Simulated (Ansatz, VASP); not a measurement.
# LiCl: VASP beside Ansatz

INCAR

```
SYSTEM = LiCl
PREC     = Accurate       ! precision mode
ENCUT    = 520            ! plane-wave cutoff, eV
EDIFF    = 1E-6           ! SCF threshold, eV
ISMEAR   = 0              ! smearing method
SIGMA    = 0.02           ! smearing width, eV
LREAL    = .FALSE.        ! projectors in reciprocal space
LASPH    = .TRUE.         ! aspherical terms in the spheres
NELM     = 60             ! most SCF steps
ALGO     = Normal         ! electronic algorithm
ISIF     = 2              ! what is computed and relaxed
LWAVE    = .FALSE.        ! write WAVECAR
LCHARG   = .FALSE.        ! write CHGCAR
GGA      = PE             ! functional
NBANDS   = 12             ! bands
```

File KPOINTS:

```
regular mesh
0
G
  8 8 8
  0 0 0
```

Contents of POSCAR:

```
LiCl
1.0
    0.0000000000      2.4679753898      2.4679753898
    2.4679753898      0.0000000000      2.4679753898
    2.4679753898      2.4679753898      0.0000000000
Li Cl
1 1
Direct
    0.5000000000      0.5000000000      0.5000000000
    0.0000000000      0.0000000000      0.0000000000
```

Input for Ansatz:

```yaml
crystal:
  lattice:
    - [0.0, 2.4679753898, 2.4679753898]
    - [2.4679753898, 0.0, 2.4679753898]
    - [2.4679753898, 2.4679753898, 0.0]
  atoms:
    - { symbol: Li, position: [0.5, 0.5, 0.5] }
    - { symbol: Cl, position: [0.0, 0.0, 0.0] }
basis:
  ecutwfc: 420
kpoints:
  mp_grid: { grid: [8, 8, 8] }
hamiltonian:
  xc: pbe
scf:
  occupations: { method: gaussian, width: 0.02 }
output:
  forces: true
  stress: true
  eigenvalues: true
```

Alike in both runs: task single point; functional PBE; k mesh 8 × 8 × 8; occupations gaussian, width 0.02 eV; no spin polarisation.

```csv
,VASP,Ansatz
version,VASP 6.6.1,Ansatz 0.2.0
potentials or method,"VASP PAW PBE potentials, release 64 (Li_sv, Cl), cutoff 520 eV","scalar-relativistic, plane waves, PAW"
valence electrons in the cell,10,10
```

|  | VASP | Ansatz | Ansatz less VASP |
| --- | --- | --- | --- |
| gap on the k mesh at the Fermi level (eV) | 6.87 | 6.85 | -0.021 |
| least direct gap on the mesh (eV) | 7.06 | 7.05 | -0.013 |

The functional is the same, so the differences come from potentials, cutoffs and numerics.

Noted on VASP's run: the cutoff is short for stress, so the pressure is rough.
